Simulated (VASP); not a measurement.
Crystal: CuO.

```xyz
4
Lattice="2.0146 -2.0220 0.0000 2.0146 2.0220 0.0000 0.0000 0.0000 5.0409" Properties=species:S:1:pos:R:3 pbc="T T T"
Cu    1.0073   -1.0110    0.0000
Cu    1.0073    1.0110    2.5205
O     2.0146    0.0000    1.2602
O     2.0146    0.0000    3.7807
```

Base run:

```yaml
Program: VASP 6.6.1
Functional: LDA
Potentials_or_basis: VASP PAW LDA potentials, release 64 (Cu_sv_GW, O)
Cutoff: 700 eV
k_mesh: 9 × 9 × 5
Occupations: fermi-dirac, width 0.05 eV
Spin: no spin polarisation
```

Its results: band gap on the k mesh zero (band 25 reaches 6.22 eV, above the bottom of band 26 at 5.21 eV); pressure -2.2 GPa.

Question: The run is repeated on the same cell with these changes: potentials or basis from VASP PAW LDA potentials, release 64 (Cu_sv_GW, O) to VASP PAW LDA potentials, release 64 (Cu, O); cutoff from 700 eV to 520 eV; further incar settings from ALGO = Normal; EDIFF = 1e-06; NBANDS = 33 to ALGO = Normal; EDIFF = 1e-07; NBANDS = 25; valence electrons from 50 to 34. What comes out?

Answer: Band gap on the k mesh zero (band 17 reaches 6.28 eV, above the bottom of band 18 at 5.26 eV); pressure 1.1 GPa.

Caveats: semilocal functionals often make such compounds metallic where correlation or magnetic order opens a gap, which also shifts bond lengths.
